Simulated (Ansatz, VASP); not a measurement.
One calculation of WSe2, two programs

File INCAR:

```
SYSTEM = WSe2
PREC = Accurate
ENCUT = 520
EDIFF = 1E-7
ISMEAR = 0
SIGMA = 0.05
LREAL = .FALSE.
LASPH = .TRUE.
NELM = 80
ALGO = Normal
ISIF = 2
LWAVE = .FALSE.
LCHARG = .FALSE.
GGA = PS
NBANDS = 20
```

KPOINTS

```
regular mesh
0
G
  12 12 2
  0 0 0
```

File POSCAR:

```
WSe2
1.0
    3.3179375931      0.0000000000      0.0000000000
   -1.6589687966      2.8734182438      0.0000000000
    0.0000000000      0.0000000000     16.6581424200
W Se
1 2
Direct
    0.0000000000      0.0000000000      0.0000000000
    0.4341810775      0.7404923392      0.0997865200
    0.2324855892      0.5928409941      0.9002134800
```

Input for Ansatz:

```yaml
crystal:
  lattice:
    - [3.3179375931, 0.0, 0.0]
    - [-1.6589687966, 2.8734182438, 0.0]
    - [0.0, 0.0, 16.65814242]
  atoms:
    - { symbol: W, position: [0.0, 0.0, 0.0] }
    - { symbol: Se, position: [0.4341810775, 0.7404923392, 0.09978652] }
    - { symbol: Se, position: [0.2324855892, 0.5928409941, 0.90021348] }
basis:
  ecutwfc: 420
kpoints:
  mp_grid: { grid: [12, 12, 2] }
hamiltonian:
  xc: pbesol
scf:
  occupations: { method: gaussian, width: 0.05 }
output:
  forces: true
  stress: true
  eigenvalues: true
```

Change from the starting cell: mode 4 (170.3 1/cm) frozen in, largest displacement -0.300 Å.

Alike in both runs: task single point; functional PBEsol; k mesh 12 × 12 × 2; occupations gaussian, width 0.05 eV; no spin polarisation.

|  | VASP | Ansatz |
| --- | --- | --- |
| version | VASP 6.6.1 | Ansatz 0.2.0 |
| potentials or method | VASP PAW PBE potentials, release 64 (W_sv, Se), cutoff 520 eV | scalar-relativistic, plane waves, PAW |
| valence electrons in the cell | 26 | 46 |

```tsv
	VASP	Ansatz	Ansatz less VASP
gap on the k mesh at the Fermi level (eV)	1.37	1.37	+0.003
least direct gap on the mesh (eV)	1.37	1.37	+0.003
rms of the force components (eV/Å)	1.355	1.338	-0.0175
```

VASP's potentials were made for PBE, not for PBEsol. Atom by atom the forces differ by 0.031 eV/Å (rms over components). VASP's potentials hold 26 valence electrons a cell and Ansatz's 46, so a difference there can come from the potentials and not from the codes.

Neither program's run includes spin-orbit coupling.
